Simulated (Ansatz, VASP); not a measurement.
Two plane-wave programs on Sr3Mo

```
Sr Mo
1.0
     6.58565    0.00000    0.00000
     0.00000    6.58565    0.00000
     0.00000    0.00000    6.58565
Sr Mo
6 2
Cartesian
  0.0000 1.6464 3.2928
  0.0000 4.9392 3.2928
  1.6464 3.2928 0.0000
  4.9392 3.2928 0.0000
  3.2928 0.0000 1.6464
  3.2928 0.0000 4.9392
  3.2928 3.2928 3.2928
  0.0000 0.0000 0.0000
```

Change from the starting cell: species swapped into the Ti3Pt type (Pm-3n, No. 223).

Alike in both runs: functional PBE; k mesh 4 × 4 × 4; occupations gaussian, width 0.1 eV; no spin polarisation.

Ansatz relaxed the structure, and its values are those at the end. VASP's run is a single point on that final structure, the one shown.

|  | VASP | Ansatz |
| --- | --- | --- |
| version | VASP 6.6.1 | Ansatz 0.2.0 |
| potentials or method | VASP PAW PBE potentials, release 64 (Sr_sv, Mo_sv), cutoff 500 eV | scalar-relativistic, plane waves, PAW |
| valence electrons in the cell | 88 | 88 |

|  | VASP | Ansatz | Ansatz less VASP |
| --- | --- | --- | --- |
| gap on the k mesh at the Fermi level (eV) | none | none | - |
| pressure (GPa) | 0.3 | 0.3 | -0.07 |

A gap of «none» marks a metal or a gap that the smearing closes. With one functional, cell and mesh, what is left measures potentials, basis and numerics.
